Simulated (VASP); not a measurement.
# SrTe (Fm-3m) in VASP: further runs, part 2 of 2

VASP 6.6.1. Earlier steps stand in the parts before.

## Step 3: Single point, BLYP

Contents of INCAR:

```
SYSTEM = SrTe
AGGAC = 1.0
AGGAX = 1.0
ALDAC = 0.0
ALDAX = 1.0
ALGO = Normal
EDIFF = 1E-6
ENCUT = 500
GGA = B5
GGA_COMPAT = .FALSE.
ISIF = 2
ISMEAR = 0
LASPH = .TRUE.
LCHARG = .TRUE.
LELF = .TRUE.
LREAL = .FALSE.
LVHAR = .TRUE.
LWAVE = .FALSE.
NBANDS = 15
NELM = 120
PREC = Accurate
SIGMA = 0.05
```

Contents of KPOINTS:

```
k-points
0
G
  6 6 6
  0 0 0
```

Contents of POSCAR:

```
SrTe
1.0
    0.0000000000      3.2349999084      3.2349999084
    3.2349999084      0.0000000000      3.2349999084
    3.2349999084      3.2349999084      0.0000000000
Sr Te
1 1
Direct
    0.5000000000      0.5000000000      0.5000000000
    0.0000000000      0.0000000000      0.0000000000
```

Potentials or basis: VASP PAW PBE potentials, release 64 (Sr_sv, Te).

Run with:

```console
$ cat potpaw_PBE.64/Sr_sv/POTCAR potpaw_PBE.64/Te/POTCAR > POTCAR
$ mpirun -np 1 vasp_std > vasp.out
```

OUTCAR:

```text
SYSTEM = SrTe
   EDIFF = 1E-6
   ENCUT = 500
   GGA = B5
   ISIF = 2
   ISMEAR = 0
   LASPH = .TRUE.
   LREAL = .FALSE.
   NELM = 120
   PREC = Accurate

 ion  position               nearest neighbor table
   1  0.500  0.500  0.500-   2 3.23   2 3.23   2 3.23   2 3.23   2 3.23   2 3.23
   2  0.000  0.000  0.000-   1 3.23   1 3.23   1 3.23   1 3.23   1 3.23   1 3.23

  LATTYP: Found a face centered cubic cell.
 ALAT       =     6.4699998168

  Lattice vectors:

 A1 = (   0.0000000000,   3.2349999084,   3.2349999084)
 A2 = (   3.2349999084,   0.0000000000,   3.2349999084)
 A3 = (   3.2349999084,   3.2349999084,   0.0000000000)

Analysis of symmetry for initial positions (statically):
=====================================================================
 Subroutine PRICEL returns:
 Original cell was already a primitive cell.

 Routine SETGRP: Setting up the symmetry group for a
 face centered cubic supercell.

 Subroutine GETGRP returns: Found 48 space group operations
 (whereof 48 operations were pure point group operations)
 out of a pool of 48 trial point group operations.

[... 167 lines left out ...]
      5      -6.3021      2.00000
      6       3.9490      2.00000
      7       3.9490      2.00000
      8       3.9490      2.00000
      9       7.1501      0.00000
     10       7.1501      0.00000
     11       7.1501      0.00000
     12       7.4319      0.00000
     13       7.8403      0.00000
     14       7.8403      0.00000
[... 257 lines left out ...]
      2     -12.7965      2.00000
      3     -12.7603      2.00000
      4     -12.7524      2.00000
      5      -5.6838      2.00000
      6       2.0538      2.00000
      7       2.4583      2.00000
      8       2.6084      2.00000
      9       6.8087      0.00000
     10       8.5925      0.00000
     11       9.0828      0.00000
     12       9.8534      0.00000
     13      10.2253      0.00000
     14      10.8604      0.00000
     15      13.0215      0.00000

------------------------ aborting loop because EDIFF is reached ----------------------------------------

  FORCE on cell =-STRESS in cart. coord.  units (eV):
  Direction    XX          YY          ZZ          XY          YZ          ZX
  --------------------------------------------------------------------------------------
  -------------------------------------------------------------------------------------
  Total        3.0022551      3.0022551      3.0022551      0.0000000      0.0000000      0.0000000
  in kB       71.0403943     71.0403943     71.0403943      0.0000000      0.0000000      0.0000000
  external PRESSURE =      71.0403943 kB  Pullay stress =       0.0000000 kB

 VOLUME and BASIS-vectors are now :
 -----------------------------------------------------------------------------
  energy-cutoff  :      500.00
  volume of cell :       67.71
      direct lattice vectors                 reciprocal lattice vectors
     0.000000000  3.234999908  3.234999908    -0.154559510  0.154559510  0.154559510
     3.234999908  0.000000000  3.234999908     0.154559510 -0.154559510  0.154559510
     3.234999908  3.234999908  0.000000000     0.154559510  0.154559510 -0.154559510

 POSITION                                       TOTAL-FORCE (eV/Angst)
 -----------------------------------------------------------------------------------
      3.23500      3.23500      3.23500         0.000000     -0.000000      0.000000
      0.00000      0.00000      0.00000        -0.000000      0.000000     -0.000000
 -----------------------------------------------------------------------------------
    total drift:                                0.000000      0.000000      0.000000

  FREE ENERGIE OF THE ION-ELECTRON SYSTEM (eV)
  ---------------------------------------------------
  free  energy   TOTEN  =        -7.0146864515 eV

  energy  without entropy=       -7.0146864515  energy(sigma->0) =       -7.01468645
```

OSZICAR:

```text
N       E                     dE             d eps       ncg     rms          rms(c)
DAV:   1     0.635462100940E+02    0.63546E+02   -0.66993E+03   480   0.869E+02
DAV:   2    -0.258391154157E+01   -0.66130E+02   -0.62334E+02   643   0.188E+02
DAV:   3    -0.710815656751E+01   -0.45242E+01   -0.45032E+01   878   0.373E+01
DAV:   4    -0.716167344019E+01   -0.53517E-01   -0.53512E-01   553   0.402E+00
DAV:   5    -0.716293122901E+01   -0.12578E-02   -0.12577E-02   742   0.508E-01    0.173E+01
DAV:   6    -0.702120751544E+01    0.14172E+00   -0.17329E-01   564   0.211E+00    0.105E+01
DAV:   7    -0.701749295958E+01    0.37146E-02   -0.20550E-01   627   0.250E+00    0.129E+00
DAV:   8    -0.701439011374E+01    0.31028E-02   -0.25937E-02   508   0.811E-01    0.486E-01
DAV:   9    -0.701453448033E+01   -0.14437E-03   -0.12976E-03   606   0.234E-01    0.211E-01
DAV:  10    -0.701467511776E+01   -0.14064E-03   -0.13781E-04   523   0.775E-02    0.439E-02
DAV:  11    -0.701468441153E+01   -0.92938E-05   -0.12095E-05   644   0.196E-02    0.414E-02
DAV:  12    -0.701468579310E+01   -0.13816E-05   -0.31156E-06   529   0.883E-03    0.200E-02
DAV:  13    -0.701468645146E+01   -0.65836E-06   -0.73529E-07   423   0.534E-03
   1 F= -.70146865E+01 E0= -.70146865E+01  d E =-.234696E-16
```

stdout:

```text
POSCAR found type information on POSCAR SrTe
 POSCAR found :  2 types and       2 ions
 scaLAPACK will be used
 -----------------------------------------------------------------------------
|                                                                             |
|                                                                             |
|     You enforced a specific xc type in the INCAR file but a different       |
|     I HOPE YOU KNOW WHAT YOU ARE DOING!                                     |
|                                                                             |
 -----------------------------------------------------------------------------

 LDA part: xc-table for (Slater(with rela. corr.)+VWN5), standard interpolation
 POSCAR, INCAR and KPOINTS ok, starting setup
 FFT: planning ... GRIDC
 FFT: planning ... GRID_SOFT
 FFT: planning ... GRID
 WAVECAR not read
 entering main loop
```

Run time: 33 s. Hardware: 1 thread of Intel Xeon 8259CL, shared host; peak memory 0.21 GiB.

What came out:

```
Free energy            : -7.0147 eV
Pressure               : 7.1 GPa
Band gap on the k mesh : 1.59 eV (least direct gap 2.37 eV)
```

Caveat: the cell stands under pressure; the PAW data sets were made with another functional, which shifts forces and pressure a little; spin-orbit coupling is left out, which moves the levels of the heavy elements. A k mesh can miss the band edges.

## Step 4: Single point, PBE+D3(BJ)

Contents of INCAR:

```
PREC = Accurate
ENCUT = 500
EDIFF = 1E-6
ISMEAR = 0
SIGMA = 0.05
LREAL = False
LASPH = True
NELM = 120
ALGO = Normal
ISIF = 2
LWAVE = False
LCHARG = True
GGA = PE
IVDW = 12
LELF = True
LVHAR = True
NBANDS = 15
GGA_COMPAT = False
```

Contents of KPOINTS:

```
Automatic mesh
0
Gamma
  6 6 6
```

POSCAR is that of step 3.

Potentials or basis: VASP PAW PBE potentials, release 64 (Sr_sv, Te).

Run with:

```console
$ cat potpaw_PBE.64/Sr_sv/POTCAR potpaw_PBE.64/Te/POTCAR > POTCAR
$ mpirun -np 1 vasp_std > vasp.out
```

OUTCAR:

```text
PREC = Accurate
   ENCUT = 500
   EDIFF = 1E-6
   ISMEAR = 0
   LREAL = False
   LASPH = True
   NELM = 120
   ISIF = 2
   GGA = PE
   IVDW = 12
 IVDW          = 12

 ion  position               nearest neighbor table
   1  0.500  0.500  0.500-   2 3.23   2 3.23   2 3.23   2 3.23   2 3.23   2 3.23
   2  0.000  0.000  0.000-   1 3.23   1 3.23   1 3.23   1 3.23   1 3.23   1 3.23

  LATTYP: Found a face centered cubic cell.
 ALAT       =     6.4699998168

  Lattice vectors:

 A1 = (   0.0000000000,   3.2349999084,   3.2349999084)
 A2 = (   3.2349999084,   0.0000000000,   3.2349999084)
 A3 = (   3.2349999084,   3.2349999084,   0.0000000000)
[... 463 lines left out ...]

 Edisp (eV)   -0.74200

 E8    (eV) :    -0.3711

  FORCE on cell =-STRESS in cart. coord.  units (eV):
  Direction    XX          YY          ZZ          XY          YZ          ZX
  --------------------------------------------------------------------------------------
  -------------------------------------------------------------------------------------
  Total       1.24032     1.24032     1.24032     0.00000    -0.00000     0.00000
  in kB      29.34895    29.34895    29.34895     0.00000    -0.00000     0.00000
  external pressure =       29.35 kB  Pullay stress =        0.00 kB

 VOLUME and BASIS-vectors are now :
 -----------------------------------------------------------------------------
  energy-cutoff  :      500.00
  volume of cell :       67.71
      direct lattice vectors                 reciprocal lattice vectors
     0.000000000  3.234999908  3.234999908    -0.154559510  0.154559510  0.154559510
     3.234999908  0.000000000  3.234999908     0.154559510 -0.154559510  0.154559510
     3.234999908  3.234999908  0.000000000     0.154559510  0.154559510 -0.154559510

 POSITION                                       TOTAL-FORCE (eV/Angst)
 -----------------------------------------------------------------------------------
      3.23500      3.23500      3.23500         0.000000      0.000000     -0.000000
      0.00000      0.00000      0.00000        -0.000000     -0.000000      0.000000
 -----------------------------------------------------------------------------------
    total drift:                                0.000000      0.000000      0.000000

  FREE ENERGIE OF THE ION-ELECTRON SYSTEM (eV)
  ---------------------------------------------------
  free  energy   TOTEN  =        -8.8969914944 eV

  energy  without entropy=       -8.8969914944  energy(sigma->0) =       -8.89699149
```

stdout:

```text
POSCAR found type information on POSCAR SrTe
 POSCAR found :  2 types and       2 ions
 scaLAPACK will be used
 LDA part: xc-table for (Slater+PW92), standard interpolation
 POSCAR, INCAR and KPOINTS ok, starting setup
 FFT: planning ... GRIDC
 FFT: planning ... GRID_SOFT
 FFT: planning ... GRID
 WAVECAR not read
 entering main loop
```

It took 18 s on 1 thread of Intel Xeon 8259CL, shared host; peak memory 0.21 GiB.

What came out:

```
Free energy                : -8.8970 eV
Pressure                   : 2.9 GPa
Band gap on the k mesh     : 1.44 eV (least direct gap 2.25 eV)
Dispersion energy per atom : -0.371 eV
```

Levels at points of the mesh, in eV from the valence-band top:
| k point | band 5 | band 6 | band 7 | band 8 | band 9 | band 10 | band 11 | band 12 |
| --- | --- | --- | --- | --- | --- | --- | --- | --- |
| (0.00, 0.00, 0.00) | -10.27 | 0.00 | 0.00 | 0.00 | 3.17 | 3.17 | 3.17 | 3.26 |
| (0.50, 0.00, 0.00) | -9.44 | -3.16 | -1.31 | -1.31 | 3.95 | 5.32 | 5.47 | 5.47 |
| (0.50, 0.50, 0.00) | -9.74 | -2.16 | -0.81 | -0.81 | 1.44 | 4.20 | 4.92 | 6.39 |

Caveat: spin-orbit coupling is left out, which moves the levels of the heavy elements. A k mesh can miss the band edges.

## Step 5: Summary

| level | gap on the mesh (eV) | pressure (GPa) |
| --- | --- | --- |
| PBE | 1.44 | 4.8 |
| BLYP | 1.59 | 7.1 |
| PBE+D3(BJ) | 1.44 | 2.9 |

Alike in all rows: task single point; potentials or basis VASP PAW PBE potentials, release 64 (Sr_sv, Te); no spin polarisation; cell as given; k mesh 6 × 6 × 6; cutoff (eV) 500; smearing gaussian 0.05 eV.

On the cell as given the gap runs from 1.44 eV (PBE) to 1.59 eV (BLYP). The pressure there spans 2.9 GPa (PBE+D3(BJ)) to 7.1 GPa (BLYP); a positive pressure means that this level wants a larger cell, a negative one a smaller.

Caveats: spin-orbit coupling is left out, which moves the levels of the heavy elements; the cell stands under pressure (at least some runs); the PAW data sets were made with another functional, which shifts forces and pressure a little (at least some runs).

Total energies depend on the potentials used, so only differences within one code and one set of settings carry meaning.
